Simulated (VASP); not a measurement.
# Re (P6_3/mmc) in VASP: further runs, part 3 of 4

VASP 6.6.1. The steps go on from the part before.

**5. Single point, r2SCAN**

Contents of POSCAR:

```
Re
1.0
    2.7598270443      0.0000000000      0.0000000000
   -1.3799135221      2.3900803304      0.0000000000
    0.0000000000      0.0000000000      4.4572270891
Re
2
Direct
    0.3333333333      0.6666666667      0.2500000000
    0.6666666667      0.3333333333      0.7500000000
```

Contents of INCAR.step1:

```
SYSTEM = Re
PREC = Accurate ; ENCUT = 520
ISMEAR = -1 ; SIGMA = 0.1
LREAL = .FALSE. ; LASPH = .TRUE.
NELM = 80 ; NBANDS = 14
GGA = PE ; ALGO = Normal
EDIFF = 1E-4 ; LWAVE = .TRUE.
LCHARG = .FALSE.
```

Contents of INCAR.step2:

```
SYSTEM = Re
PREC = Accurate ; ENCUT = 520
EDIFF = 1E-7 ; ISMEAR = -1
SIGMA = 0.1 ; LREAL = .FALSE.
LASPH = .TRUE. ; NELM = 80
ALGO = Normal ; ISIF = 2
LWAVE = .FALSE. ; LCHARG = .FALSE.
METAGGA = R2SCAN ; LMIXTAU = .TRUE.
NBANDS = 14 ; ISTART = 1
```

Contents of KPOINTS:

```
Automatic mesh
0
G
  14 14 8
  0 0 0
```

Potentials or basis: VASP PAW PBE potentials, release 64 (Re).

Run with:

```console
$ cat potpaw_PBE.64/Re/POTCAR > POTCAR
$ cp INCAR.step1 INCAR
$ mpirun -np 1 vasp_std > vasp.out
$ cp INCAR.step2 INCAR
$ mpirun -np 1 vasp_std > vasp.out
```

OUTCAR:

```text
SYSTEM = Re
   PREC = Accurate
   ENCUT = 520
   EDIFF = 1E-7
   ISMEAR = -1
   LREAL = .FALSE.
   LASPH = .TRUE.
   NELM = 80
   ISIF = 2
   METAGGA = R2SCAN
   ISTART = 1

 ion  position               nearest neighbor table
   1  0.333  0.667  0.250-   2 2.74   2 2.74   2 2.74   2 2.74   2 2.74   2 2.74
   2  0.667  0.333  0.750-   1 2.74   1 2.74   1 2.74   1 2.74   1 2.74   1 2.74

  LATTYP: Found a hexagonal cell.
 ALAT       =     2.7598270443
 C/A-ratio  =     1.6150385577

  Lattice vectors:

 A1 = (   2.7598270443,   0.0000000000,   0.0000000000)
 A2 = (  -1.3799135221,   2.3900803304,   0.0000000000)
 A3 = (   0.0000000000,   0.0000000000,   4.4572270891)

Analysis of symmetry for initial positions (statically):
=====================================================================
 Subroutine PRICEL returns:
 Original cell was already a primitive cell.

 Routine SETGRP: Setting up the symmetry group for a
 hexagonal supercell.

 Subroutine GETGRP returns: Found 24 space group operations
 (whereof 12 operations were pure point group operations)
 out of a pool of 24 trial point group operations.

The static configuration has the point symmetry D_3d.
 The point group associated with its full space group is D_6h.

Analysis of symmetry for dynamics (positions and initial velocities):
=====================================================================
 Subroutine PRICEL returns:
 Original cell was already a primitive cell.

 Routine SETGRP: Setting up the symmetry group for a
 hexagonal supercell.

 Subroutine GETGRP returns: Found 24 space group operations
 (whereof 12 operations were pure point group operations)
 out of a pool of 24 trial point group operations.

The dynamic configuration has the point symmetry D_3d.
 The point group associated with its full space group is D_6h.

 Subroutine INISYM returns: Found 24 space group operations
 (whereof 12 operations are pure point group operations),
[... 118 lines left out ...]
  Fermi-wavevector in a.u.,A,eV,Ry     =   1.278393  2.415813 22.235856  1.634289
  Thomas-Fermi vector in A             =   2.410938
   LORBIT       =      0    0 simple, 1 ext, 2 COOP (PROOUT), +10 PAW based schemes
   METAGGA = R2SCAN    functional components
   LHFCALC =     F    Hartree Fock is set to
   AEXX    =    0.0000 exact exchange contribution
   IVDW    =     0    specifies the selected vdW correction
   LEPSILON=     F    determine dielectric tensor
   LRPA    =     F    only Hartree local field effects (RPA)
 non-spin polarized calculation
  energy-cutoff  :      520.00
  volume of cell :       29.40
 maximum number of plane-waves:       808
 NGX is ok and might be reduce to    24
   NGX = 11   NGY = 11   NGZ = 17

 number of electron      14.0000000 magnetization

 Free energy of the ion-electron system (eV)
  ---------------------------------------------------
  ext. energy  EPLUGINS =         0.00000000
  ---------------------------------------------------
  free energy    TOTEN  =      -104.92883054 eV

  energy without entropy =     -104.87944129  energy(sigma->0) =     -104.90413591

 E-fermi :   7.6840     XC(G=0): -14.9960

 val. band max:        7.6729565619   @ k =   0.2143   0.1429   0.5000
 cond. band min:       7.7105663984   @ k =   0.0000   0.0000   0.1250
 fundamental gap:      0.0376098365
 Fermi energy:         7.6839649295

 k-point     1 :       0.0000    0.0000    0.0000
  band No.  band energies     occupation
      1      -2.6550      2.00000
      2       0.7582      2.00000
      3       6.0510      2.00000
      4       6.0696      2.00000
      5       6.0696      2.00000
      6       6.9344      1.99889
      7       6.9344      1.99889
      8       7.9147      0.18097
      9       7.9147      0.18097
     10       8.2454      0.00726
     11      11.2190      0.00000
     12      11.2190      0.00000
     13      18.2620      0.00000
     14      22.5205      0.00000
[... 377 lines left out ...]
      1       2.2610      2.00000
      2       3.2437      2.00000
      3       3.3862      2.00000
      4       4.2137      2.00000
      5       5.3520      2.00000
      6       5.6332      2.00000
      7       7.5823      1.46873
      8      10.6337      0.00000
      9      11.1555      0.00000
     10      11.3825      0.00000
     11      14.7354      0.00000
     12      14.8324      0.00000
     13      16.5220      0.00000
     14      22.4797      0.00000

 [... further k-points ...]
[... 5 lines left out ...]
  --------------------------------------------------------------------------------------
  -------------------------------------------------------------------------------------
  Total       -0.0183887     -0.0183887      0.1262250     -0.0000000      0.0000000     -0.0000000
  in kB       -1.0020791     -1.0020791      6.8785501     -0.0000000      0.0000000     -0.0000000
  external PRESSURE =       1.6247973 kB  Pullay stress =       0.0000000 kB

 VOLUME and BASIS-vectors are now :
 -----------------------------------------------------------------------------
  energy-cutoff  :      520.00
  volume of cell :       29.40
      direct lattice vectors                 reciprocal lattice vectors
     2.759827044  0.000000000  0.000000000     0.362341547  0.209197990  0.000000000
    -1.379913522  2.390080330  0.000000000     0.000000000  0.418395979  0.000000000
     0.000000000  0.000000000  4.457227089     0.000000000  0.000000000  0.224354734

 POSITION                                       TOTAL-FORCE (eV/Angst)
 -----------------------------------------------------------------------------------
     -0.00000      1.59339      1.11431        -0.000000      0.000000      0.000000
      1.37991      0.79669      3.34292         0.000000     -0.000000      0.000000
 -----------------------------------------------------------------------------------
    total drift:                                0.000000     -0.000000     -0.000000

  FREE ENERGIE OF THE ION-ELECTRON SYSTEM (eV)
  ---------------------------------------------------
  free  energy   TOTEN  =      -104.9288305361 eV

  energy  without entropy=     -104.8794412936  energy(sigma->0) =     -104.90413591
```

OUTCAR.step1:

```text
SYSTEM = Re
   PREC = Accurate
   ENCUT = 520
   ISMEAR = -1
   LREAL = .FALSE.
   LASPH = .TRUE.
[... 632 lines left out ...]
     -0.00000      1.59339      1.11431         0.000000     -0.000000      0.000000
      1.37991      0.79669      3.34292        -0.000000      0.000000      0.000000
 -----------------------------------------------------------------------------------
    total drift:                                0.000000     -0.000000     -0.000000

  FREE ENERGIE OF THE ION-ELECTRON SYSTEM (eV)
  ---------------------------------------------------
  free  energy   TOTEN  =       -24.8710881562 eV

  energy  without entropy=      -24.8183367220  energy(sigma->0) =      -24.84471244
```

OSZICAR.step1:

```text
N       E                     dE             d eps       ncg     rms          rms(c)
DAV:   1     0.201160078751E+02    0.20116E+02   -0.67401E+03  6720   0.123E+03
DAV:   2    -0.251941279847E+02   -0.45310E+02   -0.39819E+02  5388   0.275E+02
DAV:   3    -0.262529704793E+02   -0.10588E+01   -0.10270E+01  5370   0.448E+01
DAV:   4    -0.262637367786E+02   -0.10766E-01   -0.10757E-01  5068   0.303E+00
DAV:   5    -0.262639329773E+02   -0.19620E-03   -0.19618E-03  5352   0.711E-01    0.428E+01
DAV:   6    -0.252389776262E+02    0.10250E+01   -0.77281E-01  5806   0.247E+01    0.176E+01
DAV:   7    -0.248849114450E+02    0.35407E+00   -0.54781E-01  5866   0.202E+01    0.651E-01
DAV:   8    -0.248718072895E+02    0.13104E-01   -0.86193E-03  6010   0.107E+00    0.211E-01
DAV:   9    -0.248710519840E+02    0.75531E-03   -0.12216E-04  3690   0.234E-01    0.937E-02
DAV:  10    -0.248710881562E+02   -0.36172E-04   -0.23474E-04  3342   0.288E-01
   1 F= -.24871088E+02 E0= -.24844712E+02  d E =-.527514E-01
```

It took 2.1 min on 1 thread of Intel Xeon 6975P-C (Granite Rapids), shared host; peak memory 0.18 GiB.

What came out:

* Free energy: -104.9288 eV
* Pressure: 0.2 GPa
* Band gap on the k mesh: zero (bands 7 and 8 overlap by 3.40 eV)

Levels at points of the mesh, in eV from the Fermi level:
```csv
k point,band 5,band 6,band 7,band 8,band 9,band 10
"(0.00, 0.00, 0.00)",-1.61,-0.75,-0.75,0.23,0.23,0.56
"(0.50, 0.00, 0.00)",-1.87,-1.44,-0.62,4.13,4.56,4.68
"(0.00, 0.00, 0.50)",-1.75,-1.75,-1.75,-1.75,2.68,2.68
"(0.50, 0.00, 0.50)",0.45,0.45,0.92,0.92,4.45,4.45
```

Caveat: the PAW data sets were made with another functional, which shifts forces and pressure a little; spin-orbit coupling is left out, which moves the levels of the heavy elements.

(Continued in part 4 of 4.)

The gap in the log of VASP goes by the Fermi energy; the results here count the filled bands.